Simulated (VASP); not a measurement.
Write the native input for VASP 6.6.1 that does the following.

```
Task                   : single point
Functional             : PBE
Potentials or basis    : VASP PAW PBE potentials, release 64 (Al, N)
Cutoff                 : 520 eV
k mesh                 : 10 × 10 × 10
Occupations            : gaussian, width 0.05 eV
Spin                   : no spin polarisation
Dipole correction      : no
Further INCAR settings : ALGO = Normal; EDIFF = 1e-06; NBANDS = 11
```

The structure of AlN lies in POSCAR:

```
AlN
1.0
    0.0000000000      2.1839935596      2.1839935596
    2.1839935596      0.0000000000      2.1839935596
    2.1839935596      2.1839935596      0.0000000000
Al N
1 1
Direct
    0.1030222818      0.1030222818     -0.2487177900
    0.7500000000      0.7500000000      0.7500000000
```

This cell differs from its parent crystal: atom 1 (Al) moved by (-0.450, +0.450) A along [1 1 0] and z.

The input as run:

INCAR

```
SYSTEM = AlN
ALGO = Normal ; EDIFF = 1E-6
ENCUT = 520 ; GGA = PE
ISIF = 2 ; ISMEAR = 0
LASPH = .True. ; LCHARG = .False.
LREAL = .False. ; LWAVE = .False.
NBANDS = 11 ; NELM = 100
PREC = Accurate ; SIGMA = 0.05
```

KPOINTS

```
k-points
0
Gamma
  10 10 10
  0 0 0
```

Potentials or basis: VASP PAW PBE potentials, release 64 (Al, N).

Command:

```sh
$ cat potpaw_PBE.64/Al/POTCAR potpaw_PBE.64/N/POTCAR > POTCAR
$ mpirun -np 1 vasp_std > vasp.out
```

It gave:

```json
{"Pressure": "20.2 GPa", "Largest force": "2.685 eV/Å", "Band gap on the k mesh": "1.83 eV, indirect (least direct gap 2.10 eV)"}
```

Caveat: the cell differs from its parent crystal (atom 1 (Al) moved by (-0.450, +0.450) A along [1 1 0] and z); forces of over 1 eV/Å act on the atoms, so gaps and moduli don't describe the material at rest.

Run time: 19 s on 1 thread of Intel(R) Xeon(R) 6975P-C (Granite Rapids) (shared host), peak memory 0.18 GiB.
